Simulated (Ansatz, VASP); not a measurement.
**One calculation of ZnS, two programs**

The input POSCAR:

```
ZnS
1.0
    0.0000000000      2.6940858343      2.7730225493
    2.6940858343      0.0000000000      2.7730225493
    2.6940858343      2.6940858343      0.0000000000
Zn S
1 1
Direct
    0.0000000000      0.0000000000      0.0000000000
    0.2500000000      0.2500000000      0.2500000000
```

Contents of INCAR.step1:

```
SYSTEM = ZnS
ALGO = Normal
EDIFF = 1E-5
ENCUT = 520
GGA = PE
ISIF = 2
ISMEAR = 0
LASPH = .True.
LREAL = .False.
LWAVE = .True.
NBANDS = 16
NELM = 60
PREC = Accurate
SIGMA = 0.01
```

File INCAR.step2:

```
SYSTEM = ZnS
ALGO = Normal
EDIFF = 1E-7
ENCUT = 520
GGA = PE
HFSCREEN = 0.2079
ISIF = 2
ISMEAR = 0
ISTART = 1
LASPH = .True.
LCHARG = .True.
LELF = .True.
LHFCALC = .True.
LREAL = .False.
LVHAR = .True.
LWAVE = .False.
NBANDS = 16
NELM = 60
PREC = Accurate
PRECFOCK = Normal
SIGMA = 0.01
```

Contents of KPOINTS:

```
k-points
0
Gamma
  6 6 6
  0 0 0
```

Input for Ansatz:

```yaml
crystal:
  lattice:
    - [0.0, 2.6940858343, 2.7730225493]
    - [2.6940858343, 0.0, 2.7730225493]
    - [2.6940858343, 2.6940858343, 0.0]
  atoms:
    - { symbol: Zn, position: [0.0, 0.0, 0.0] }
    - { symbol: S, position: [0.25, 0.25, 0.25] }
kpoints:
  mp_grid: { grid: [6, 6, 6] }
  band_path:
    path:
      - [0.0, 0.0, 0.0]
      - [-0.5, -0.5, 0.0]
      - [-0.375, -0.375, 0.25]
      - [-0.375, 0.0, 0.375]
      - [0.0, 0.0, 0.5]
      - [-0.5, -0.25, 0.25]
    npoints: 1
hamiltonian:
  xc: hse06
scf:
  occupations: { method: fixed }
  n_extra_bands: 4
output:
  forces: true
  stress: true
  eigenvalues: true
```

Change from the starting cell: uniaxial_z strain +2.9%.

Alike in both runs: task single point; functional HSE06; k mesh 6 × 6 × 6; no spin polarisation.

```csv
,VASP,Ansatz
version,VASP 6.6.1,Ansatz 0.2.0
potentials or method,"VASP PAW PBE potentials, release 64 (Zn, S)","plane waves, PAW"
plane-wave cutoff (eV),520,420
occupations,"gaussian, width 0.01 eV",fixed
valence electrons in the cell,18,18
```

Ansatz gave:

```
gap on the k mesh at the Fermi level (eV)                     : 3.20
pressure (GPa)                                                : -0.6
traceless stress, the component that is largest in VASP (GPa) : -0.87
```

Q: What did VASP give for the same quantities?

A: gap on the k mesh at the Fermi level (eV): 3.19; pressure (GPa): -0.6; traceless stress, the component that is largest in VASP (GPa): -0.87.

Ansatz's warnings: stress exchange threshold loose, stress scf threshold loose.
